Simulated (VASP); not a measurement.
**ZnO: single point with PBE**

ZnO:

```
CELL_PARAMETERS angstrom
3.31313 0.00000 0.00000
-1.65656 2.86925 0.00000
0.00000 0.00000 5.30586
ATOMIC_POSITIONS crystal
Zn 0.33333 0.66667 0.00000
Zn 0.66667 0.33333 0.50000
O 0.33333 0.66667 0.38210
O 0.66667 0.33333 0.88210
```

This cell differs from its parent crystal: volume scaled by 1.06.

```yaml
Program: VASP 6.6.1
Task: single point
Functional: PBE
Potentials_or_basis: VASP PAW PBE potentials, release 64 (Zn, O)
Cutoff: 520 eV
k_mesh: 11 × 11 × 6
Occupations: fermi-dirac, width 0.02 eV
Spin: no spin polarisation
```

The pressure is -2.0 GPa. The largest force is 0.032 eV/Å and the band gap on the k mesh is 0.70 eV, direct.

Forces on the atoms (eV/Å):
```
Zn   0.000  0.000  0.032
Zn   0.000  0.000  0.032
O    0.000  0.000 -0.032
O    0.000  0.000 -0.032
```

Stress tensor (GPa, compression positive):
```
-2.14  0.00  0.00
 0.00 -2.14  0.00
 0.00  0.00 -1.65
```

Levels at points of the mesh, in eV from the valence-band top:
| k point | band 16 | band 17 | band 18 | band 19 | band 20 | band 21 |
| --- | --- | --- | --- | --- | --- | --- |
| (0.00, 0.00, 0.00) | -0.07 | 0.00 | 0.00 | 0.70 | 4.97 | 8.06 |
| (0.00, 0.00, 0.50) | -0.36 | -0.36 | -0.36 | 3.32 | 3.32 | 9.85 |

Run time: 69 s on 1 thread of Intel(R) Xeon(R) Platinum 8375C CPU @ 2.90GHz (Ice Lake), with other jobs on the host, peak memory 0.21 GiB.
